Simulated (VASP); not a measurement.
Write the native input for VASP 6.6.1 that does the following.

| Property | Result |
| --- | --- |
| Task | single point |
| Functional | PBE |
| Potentials or basis | VASP PAW PBE potentials, release 64 (Cr_pv) |
| Cutoff | 520 eV |
| k mesh | 11 × 11 × 11 |
| Occupations | fermi-dirac, width 0.05 eV |
| Spin | collinear spin, antiferromagnetic start |
| Starting moments | [-3.0, 3.0] μB |
| Dipole correction | no |
| Further INCAR settings | ALGO = Normal; EDIFF = 1e-06; NBANDS = 23 |

The structure of Cr lies in POSCAR:

```
Cr
1.0
    2.8123440585      0.0000000000      0.0000000000
    0.0000000000      2.8123440585      0.0000000000
    0.0000000000      0.0000000000      2.8123440585
Cr
2
Direct
    0.0000000000      0.0000000000      0.0000000000
    0.5000000000      0.5000000000      0.5000000000
```

One way to write it, as run:

INCAR

```
SYSTEM = Cr
PREC = Accurate
ENCUT = 520
EDIFF = 1E-6
ISMEAR = -1
SIGMA = 0.05
LREAL = .False.
LASPH = .True.
NELM = 150
ALGO = Normal
ISIF = 2
LWAVE = .False.
LCHARG = .False.
ISPIN = 2
MAGMOM = -3 3
LORBIT = 11
LMAXMIX = 4
GGA = PE
NBANDS = 23
```

KPOINTS

```
Automatic mesh
0
Gamma
  11 11 11
  0 0 0
```

Potentials or basis: VASP PAW PBE potentials, release 64 (Cr_pv).

Command:

```sh
$ cat potpaw_PBE.64/Cr_pv/POTCAR > POTCAR
$ mpirun -np 1 vasp_std > vasp.out
```

Results of the run:

```json
{"Pressure": "12.4 GPa", "Band gap on the k mesh": "zero (filled and empty bands overlap)", "Net moment": "0.00 μB per cell", "Site moments": "Cr -0.72, +0.72 μB", "Valence electrons inside the program's atomic spheres": "Cr 11.15"}
```

Caveat: the cell stands under pressure; an empty level that is flat over the whole mesh can mark a ghost state of the potentials, or a narrow d or f band.

Run time: 85 s on 1 thread of Intel Xeon 8259CL, on a shared host, peak memory 0.17 GiB.
